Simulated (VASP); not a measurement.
# Ca (I4/mmm) in VASP: a series of runs

Ca is run at these levels: r2SCAN; tasks: single point.

Program: VASP 6.6.1. These are calculated values, not measurements. Logs are shortened: lines on timing, memory, paths and dates and some standing lists are left out, and cuts for length are marked.

### Step 1. The cell of the first run

It takes space group I4/mmm (No. 139, tetragonal). Conventional cell: a = 4.480 Å, b = 4.480 Å, c = 4.547 Å, α = 90.00°, β = 90.00°, γ = 90.00°. Ca (site symmetry 4/mmm) has 14 Ca at 3.90 to 4.55 Å within 5.1 Å.

### Step 2. Single point, r2SCAN (strain +0.000 along x and y, +0.015 along z)

Contents of POSCAR:

```
Ca
1.0
   -2.2400000000      2.2400000000      2.2736000000
    2.2400000000     -2.2400000000      2.2736000000
    2.2400000000      2.2400000000     -2.2736000000
Ca
1
Direct
    0.0000000000      0.0000000000      0.0000000000
```

Contents of INCAR.step1:

```
PREC     = Accurate       # precision mode
ENCUT    = 520            # plane-wave cutoff, eV
ISMEAR   = 0              # smearing method
SIGMA    = 0.15           # smearing width, eV
LREAL    = F              # projectors in reciprocal space
LASPH    = T              # aspherical terms in the spheres
NELM     = 100            # most SCF steps
NBANDS   = 11             # bands
GGA      = PE             # functional
ALGO     = Normal         # electronic algorithm
EDIFF    = 1E-4           # SCF threshold, eV
LWAVE    = T              # write WAVECAR
LCHARG   = F              # write CHGCAR
```

Contents of INCAR.step2:

```
PREC     = Accurate       # precision mode
ENCUT    = 520            # plane-wave cutoff, eV
EDIFF    = 1E-6           # SCF threshold, eV
ISMEAR   = 0              # smearing method
SIGMA    = 0.15           # smearing width, eV
LREAL    = F              # projectors in reciprocal space
LASPH    = T              # aspherical terms in the spheres
NELM     = 100            # most SCF steps
ALGO     = Normal         # electronic algorithm
ISIF     = 2              # what is computed and relaxed
LWAVE    = F              # write WAVECAR
LCHARG   = T              # write CHGCAR
METAGGA  = R2SCAN         # meta-GGA
LMIXTAU  = T            
LELF     = T              # ELF
LVHAR    = T            
NBANDS   = 11             # bands
ISTART   = 1
```

Contents of KPOINTS:

```
regular mesh
0
Gamma
  16 16 16
```

Potentials or basis: VASP PAW PBE potentials, release 64 (Ca_sv).

Launch:

```
cat potpaw_PBE.64/Ca_sv/POTCAR > POTCAR
cp INCAR.step1 INCAR
mpirun -np 1 vasp_std > vasp.out
cp INCAR.step2 INCAR
mpirun -np 1 vasp_std > vasp.out
```

OUTCAR:

```text
PREC = Accurate
   ENCUT = 520
   EDIFF = 1E-6
   ISMEAR = 0
   LREAL = F
   LASPH = T
   NELM = 100
   ISIF = 2
   METAGGA = R2SCAN
   ISTART = 1

 ion  position               nearest neighbor table
   1  0.000  0.000  0.000-

  LATTYP: Found a body centered tetragonal cell.
 ALAT       =     4.4800000000
 C/A-ratio  =     1.0150000000

  Lattice vectors:

 A1 = (  -2.2400000000,   2.2400000000,   2.2736000000)
 A2 = (   2.2400000000,  -2.2400000000,   2.2736000000)
 A3 = (   2.2400000000,   2.2400000000,  -2.2736000000)

Analysis of symmetry for initial positions (statically):
=====================================================================
 Subroutine PRICEL returns:
 Original cell was already a primitive cell.

 Routine SETGRP: Setting up the symmetry group for a
 body centered tetragonal supercell.

 Subroutine GETGRP returns: Found 16 space group operations
 (whereof 16 operations were pure point group operations)
 out of a pool of 16 trial point group operations.

The static configuration has the point symmetry D_4h.

Analysis of symmetry for dynamics (positions and initial velocities):
=====================================================================
 Subroutine PRICEL returns:
 Original cell was already a primitive cell.

 Routine SETGRP: Setting up the symmetry group for a
 body centered tetragonal supercell.

 Subroutine GETGRP returns: Found 16 space group operations
 (whereof 16 operations were pure point group operations)
 out of a pool of 16 trial point group operations.

The dynamic configuration has the point symmetry D_4h.

 Subroutine INISYM returns: Found 16 space group operations
 (whereof 16 operations are pure point group operations),
 and found     1 'primitive' translations

----------------------------------------------------------------------------------------

                                     Primitive cell

  volume of cell :      45.6321

  direct lattice vectors                    reciprocal lattice vectors
    -2.240000000  2.240000000  2.273600000     0.000000000  0.223214286  0.219915552
     2.240000000 -2.240000000  2.273600000     0.223214286  0.000000000  0.219915552
     2.240000000  2.240000000 -2.273600000     0.223214286  0.223214286  0.000000000

  length of vectors
     3.899289289  3.899289289  3.899289289     0.313348795  0.313348795  0.315672670

  position of ions in fractional coordinates (direct lattice)
     0.000000000  0.000000000  0.000000000

  ion indices of the primitive-cell ions
   primitive index   ion index
                 1           1

----------------------------------------------------------------------------------------

 KPOINTS: regular mesh

Automatic generation of k-mesh.
 Grid dimensions read from file:
 generate k-points for:   16   16   16

 Generating k-lattice:

  Cartesian coordinates                     Fractional coordinates (reciprocal lattice)
     0.000000000  0.013950893  0.013744722     0.062500000  0.000000000  0.000000000
     0.013950893  0.000000000  0.013744722     0.000000000  0.062500000  0.000000000
     0.013950893  0.013950893  0.000000000     0.000000000  0.000000000  0.062500000

  Length of vectors
     0.019584300  0.019584300  0.019729542

  Shift w.r.t. Gamma in fractional coordinates (k-lattice)
     0.000000000  0.000000000  0.000000000

 Subroutine IBZKPT returns following result:
 ===========================================

 Found    349 irreducible k-points:

 Following reciprocal coordinates:
            Coordinates               Weight
  0.000000  0.000000  0.000000      1.000000
  0.062500  0.000000  0.000000      8.000000
  0.125000  0.000000  0.000000      8.000000
  0.187500  0.000000  0.000000      8.000000
  0.250000  0.000000  0.000000      8.000000
  0.312500  0.000000  0.000000      8.000000
[... 16 lines left out ...]
 -0.125000  0.062500  0.000000     16.000000
 -0.062500  0.062500  0.000000      4.000000
 [... further k-points ...]
   k-points           NKPTS =    349   k-points in BZ     NKDIM =    349   number of bands    NBANDS=     11
   number of dos      NEDOS =    301   number of ions     NIONS =      1
   total plane-waves  NPLWV =  27000
   dimension x,y,z NGX =    30 NGY =   30 NGZ =   30
   dimension x,y,z NGXF=    60 NGYF=   60 NGZF=   60
   ions per type =               1
   NGX,Y,Z   is equivalent  to a cutoff of  12.79, 12.79, 12.79 a.u.
   NGXF,Y,Z  is equivalent  to a cutoff of  25.58, 25.58, 25.58 a.u.
 SYSTEM =  unknown system
   PREC   = accura    normal or accurate (medium, high low for compatibility)
   ISTART =      1    job   : 0-new  1-cont  2-samecut
   ICHARG =      0    charge: 1-file 2-atom 10-const
   ISPIN  =      1    spin polarized calculation?
   LNONCOLLINEAR =      F non collinear calculations
   LSORBIT =      F    spin-orbit coupling
   LASPH  =      T    aspherical Exc in radial PAW
   ENCUT  =  520.0 eV  38.22 Ry    6.18 a.u.   7.25  7.25  7.25*2*pi/ulx,y,z
   NELM   =    100;   NELMIN=  2; NELMDL=  0     # of ELM steps
   EDIFF  = 0.1E-05   stopping-criterion for ELM
   LREAL  =      F    real-space projection
   EDIFFG = 0.1E-04   stopping-criterion for IOM
   NSW    =      0    number of steps for IOM
   IBRION =     -1    ionic relax: 0-MD 1-quasi-New 2-CG
   NFREE  =      0    steps in history (QN), initial steepest desc. (CG)
   ISIF   =      2    stress and relaxation
   ISYM   =      2    0-nonsym 1-usesym 2-fastsym
   POTIM  = 0.5000    time-step for ionic-motion
   TEBEG  =    0.0;   TEEND  =   0.0 temperature during run
   PSTRESS=    0.0 pullay stress
   NELECT =      10.0000    total number of electrons
   NUPDOWN=      -1.0000    fix difference up-down
   EMIN   =  10.00;   EMAX   =-10.00  energy-range for DOS
   EFERMI =   0.00;   METHOD = LEGACY
   ISMEAR =     0;   SIGMA  =   0.15  broadening in eV -4-tet -1-fermi 0-gaus
   EFERMI_NEDOS =   21; number of points for ismear=-14 and -15
   IALGO  =     38    algorithm
   IMIX   =      4    mixing-type and parameters
     AMIX     =   0.40;   BMIX     =  1.00
     AMIX_MAG =   1.60;   BMIX_MAG =  1.00
  volume/ion in A,a.u.               =      45.63       307.94
  Fermi-wavevector in a.u.,A,eV,Ry     =   0.987002  1.865164 13.254434  0.974173
  Thomas-Fermi vector in A             =   2.118424
   LORBIT       =      0    0 simple, 1 ext, 2 COOP (PROOUT), +10 PAW based schemes
   METAGGA = R2SCAN    functional components
   LHFCALC =     F    Hartree Fock is set to
   AEXX    =    0.0000 exact exchange contribution
   IVDW    =     0    specifies the selected vdW correction
   LEPSILON=     F    determine dielectric tensor
   LRPA    =     F    only Hartree local field effects (RPA)
 non-spin polarized calculation
 Gauss-broadening in eV      SIGMA  =   0.15
  energy-cutoff  :      520.00
  volume of cell :       45.63
 maximum number of plane-waves:      1264
 NGX is ok and might be reduce to    30
   NGX = 15   NGY = 15   NGZ = 15

 number of electron      10.0000000 magnetization

 Free energy of the ion-electron system (eV)
  ---------------------------------------------------
  ext. energy  EPLUGINS =         0.00000000
  ---------------------------------------------------
  free energy    TOTEN  =        -7.01942787 eV

  energy without entropy =       -7.00408671  energy(sigma->0) =       -7.01175729

 E-fermi :   1.7405     XC(G=0):  -7.9676

 val. band max:        1.7373579938   @ k =   0.5000   0.5000   0.2500
 cond. band min:       1.7456337218   @ k =  -0.3125  -0.4375   0.1875
 fundamental gap:      0.0082757280
 Fermi energy:         1.7404737183

 k-point     1 :       0.0000    0.0000    0.0000
  band No.  band energies     occupation
      1     -42.2852      2.00000
      2     -22.3190      2.00000
      3     -22.3190      2.00000
      4     -22.3177      2.00000
      5      -2.4443      2.00000
      6       4.2697      0.00000
      7       4.2698      0.00000
      8       4.3352      0.00000
      9       5.2660      0.00000
     10       5.3452      0.00000
     11      12.0316      0.00000

 k-point     2 :       0.0625    0.0000    0.0000
  band No.  band energies     occupation
      1     -42.2848      2.00000
      2     -22.3228      2.00000
      3     -22.3204      2.00000
      4     -22.3182      2.00000
      5      -2.3742      2.00000
      6       4.2420      0.00000
      7       4.2489      0.00000
      8       4.3625      0.00000
      9       5.2210      0.00000
     10       5.3354      0.00000
     11      11.9592      0.00000

 k-point     3 :       0.1250    0.0000    0.0000
  band No.  band energies     occupation
      1     -42.2836      2.00000
      2     -22.3349      2.00000
      3     -22.3244      2.00000
      4     -22.3182      2.00000
      5      -2.1664      2.00000
      6       4.1244      0.00000
      7       4.1349      0.00000
      8       4.5053      0.00000
      9       5.1227      0.00000
     10       5.3312      0.00000
     11      11.4963      0.00000

 k-point     4 :       0.1875    0.0000    0.0000
  band No.  band energies     occupation
      1     -42.2819      2.00000
      2     -22.3532      2.00000
      3     -22.3304      2.00000
      4     -22.3181      2.00000
      5      -1.8278      2.00000
      6       3.8600      0.00000
      7       3.9658      0.00000
      8       4.7463      0.00000
      9       5.0765      0.00000
     10       5.3421      0.00000
     11      10.5975      0.00000
[... 239 lines left out ...]
 k-point    22 :      -0.1875    0.0625   -0.0000
  band No.  band energies     occupation
      1     -42.2825      2.00000
      2     -22.3464      2.00000
      3     -22.3265      2.00000
      4     -22.3198      2.00000
      5      -1.9589      2.00000
      6       3.9746      0.00000
      7       4.0328      0.00000
      8       4.6441      0.00000
      9       5.0681      0.00000
     10       5.3475      0.00000
     11      11.0932      0.00000

 k-point    23 :      -0.1250    0.0625    0.0000
  band No.  band energies     occupation
      1     -42.2840      2.00000
      2     -22.3315      2.00000
      3     -22.3214      2.00000
      4     -22.3196      2.00000
      5      -2.2332      2.00000
      6       4.1483      0.00000
      7       4.2030      0.00000
      8       4.4406      0.00000
      9       5.1714      0.00000
     10       5.3109      0.00000
     11      11.7743      0.00000

 k-point    24 :      -0.0625    0.0625    0.0000
  band No.  band energies     occupation
      1     -42.2848      2.00000
      2     -22.3233      2.00000
      3     -22.3191      2.00000
      4     -22.3190      2.00000
      5      -2.3732      2.00000
      6       4.2227      0.00000
      7       4.3056      0.00000
      8       4.3208      0.00000
      9       5.2682      0.00000
     10       5.2911      0.00000
     11      12.0671      0.00000

 [... further k-points ...]

------------------------ aborting loop because EDIFF is reached ----------------------------------------

  FORCE on cell =-STRESS in cart. coord.  units (eV):
  Direction    XX          YY          ZZ          XY          YZ          ZX
  --------------------------------------------------------------------------------------
  -------------------------------------------------------------------------------------
  Total       -0.2353843     -0.2353843     -0.2355964      0.0000000      0.0000000      0.0000000
  in kB       -8.2645268     -8.2645268     -8.2719726      0.0000000      0.0000000      0.0000000
  external PRESSURE =      -8.2670087 kB  Pullay stress =       0.0000000 kB

 VOLUME and BASIS-vectors are now :
 -----------------------------------------------------------------------------
  energy-cutoff  :      520.00
  volume of cell :       45.63
      direct lattice vectors                 reciprocal lattice vectors
    -2.240000000  2.240000000  2.273600000     0.000000000  0.223214286  0.219915552
     2.240000000 -2.240000000  2.273600000     0.223214286  0.000000000  0.219915552
     2.240000000  2.240000000 -2.273600000     0.223214286  0.223214286  0.000000000

 POSITION                                       TOTAL-FORCE (eV/Angst)
 -----------------------------------------------------------------------------------
      0.00000      0.00000      0.00000        -0.000000      0.000000     -0.000000
 -----------------------------------------------------------------------------------
    total drift:                               -0.000000     -0.000000      0.000000

  FREE ENERGIE OF THE ION-ELECTRON SYSTEM (eV)
  ---------------------------------------------------
  free  energy   TOTEN  =        -7.0194278730 eV

  energy  without entropy=       -7.0040867057  energy(sigma->0) =       -7.01175729
```

Wall time 8.6 min (1 thread of Intel Xeon Platinum 8259CL at 2.50GHz (Skylake/Cascade Lake), shared host); peak memory 0.3 GiB.

What came out:

```
Free energy            : -7.0194 eV
Pressure               : -0.8 GPa
Band gap on the k mesh : zero (bands 5 and 6 overlap by 0.59 eV)
```

Levels at points of the mesh, in eV from the Fermi level:
```tsv
k point	band 3	band 4	band 5	band 6	band 7	band 8
(0.00, 0.00, 0.00)	-24.06	-24.06	-4.18	2.53	2.53	2.59
(0.50, 0.00, 0.00)	-24.10	-24.06	-0.83	-0.21	1.61	3.44
(0.50, 0.50, 0.00)	-24.10	-24.06	-0.80	-0.16	1.52	3.52
(0.50, 0.50, 0.50)	-24.14	-24.14	0.20	0.24	3.70	3.95
```

Caveat: the cell differs from its parent crystal (strain +0.000 along x and y, +0.015 along z); the PAW data sets were made with another functional, which shifts forces and pressure a little.

(Continued in part 2 of 2.)
